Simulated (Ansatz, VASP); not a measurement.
# Two plane-wave programs on BP

```xyz
2
Lattice="0.0000 2.2601 2.2601 2.2601 0.0000 2.2601 2.2601 2.2601 0.0000" Properties=species:S:1:pos:R:3 pbc="T T T"
B     0.0000    0.0000    0.0000
P     3.3901    3.3901    3.3901
```

Alike in both runs: task single point; functional PBEsol; k mesh 10 × 10 × 10; occupations gaussian, width 0.02 eV; no spin polarisation.

|  | VASP | Ansatz |
| --- | --- | --- |
| version | VASP 6.6.1 | Ansatz 0.2.0 |
| potentials or method | VASP PAW PBE potentials, release 64 (B, P), cutoff 500 eV | scalar-relativistic, plane waves, PAW |
| valence electrons in the cell | 8 | 8 |

```csv
,VASP,Ansatz,Ansatz less VASP
gap on the k mesh at the Fermi level (eV),1.12,1.12,+0.004
least direct gap on the mesh (eV),3.37,3.38,+0.006
pressure (GPa),0.1,0.0,-0.11
```

VASP's potentials were made for PBE, not for PBEsol, and Ansatz warns of the same on its side. With one functional, cell and mesh, what is left measures potentials, basis and numerics.
